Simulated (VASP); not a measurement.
## C: single point with r2SCAN

The system is C.

```xyz
10
Lattice="-2.5113 0.0000 0.0000 -1.2557 -2.1749 0.0000 1.2557 0.7250 10.8360" Properties=species:S:1:pos:R:3 pbc="T T T"
C     0.7526    0.4345    6.9649
C    -3.0144   -1.7403    5.4258
C     0.7526    0.4345    9.5658
C    -3.0144   -1.7403    2.8250
C    -0.5030   -0.2904    0.7701
C    -3.0144   -1.7403    1.2847
C    -0.5030   -0.2904    7.4828
C    -1.7587   -1.0154    4.9080
C    -0.5030   -0.2904    9.0481
C    -1.7587   -1.0154    3.3427
```

This cell differs from its parent crystal: the distance across one plane changed.

- Program: VASP 6.6.1
- Task: single point
- Functional: r2SCAN
- Potentials or basis: VASP PAW PBE potentials, release 64 (C)
- Cutoff: 520 eV
- k mesh: 10 × 10 × 3
- Occupations: gaussian, width 0.05 eV
- Spin: no spin polarisation
- Dipole correction: no
- Further INCAR settings: ALGO = Normal; EDIFF = 1e-06; NBANDS = 31; ISYM = 0

```yaml
Pressure: -8.2 GPa
Largest_force: 2.345 eV/Å
Band_gap_on_the_k_mesh: 3.29 eV (least direct gap 3.54 eV)
```

Forces in eV/Å, atoms in the order of the input:
```
C    0.000  0.000  0.067
C    0.000  0.000 -0.023
C    0.000  0.000  1.662
C    0.000  0.000  0.243
C    0.000  0.000 -1.607
C    0.000  0.000 -2.345
C    0.000  0.000 -0.238
C    0.000  0.000  0.014
C    0.000  0.000  2.278
C    0.000  0.000 -0.051
```

Stress tensor (GPa, compression positive):
```
 -0.37   0.00   0.00
  0.00  -0.37   0.00
  0.00   0.00 -23.77
```

Levels at points of the mesh, in eV from the valence-band top:
| k point | band 17 | band 18 | band 19 | band 20 | band 21 | band 22 | band 23 | band 24 |
| --- | --- | --- | --- | --- | --- | --- | --- | --- |
| (0.00, 0.00, 0.00) | -0.95 | -0.17 | -0.17 | 0.00 | 3.54 | 5.82 | 5.82 | 6.97 |
| (0.50, 0.00, 0.00) | -4.84 | -4.26 | -3.35 | -2.92 | 3.37 | 5.02 | 5.56 | 6.53 |
| (0.00, 0.50, 0.00) | -4.84 | -4.26 | -3.35 | -2.92 | 3.37 | 5.02 | 5.56 | 6.53 |
| (0.50, 0.50, 0.00) | -4.60 | -3.91 | -3.53 | -3.17 | 3.34 | 4.97 | 5.71 | 6.42 |

Wall time 15 min on 1 thread of Intel(R) Xeon(R) Platinum 8259CL CPU @ 2.50GHz (Skylake/Cascade Lake) (shared host), peak memory 0.3 GiB.

Caveat: the cell differs from its parent crystal (the distance across one plane changed); the stress differs along the axes, from -24 to -0 GPa; the PAW data sets were made with another functional, which shifts forces and pressure a little. A k mesh can miss the band edges.
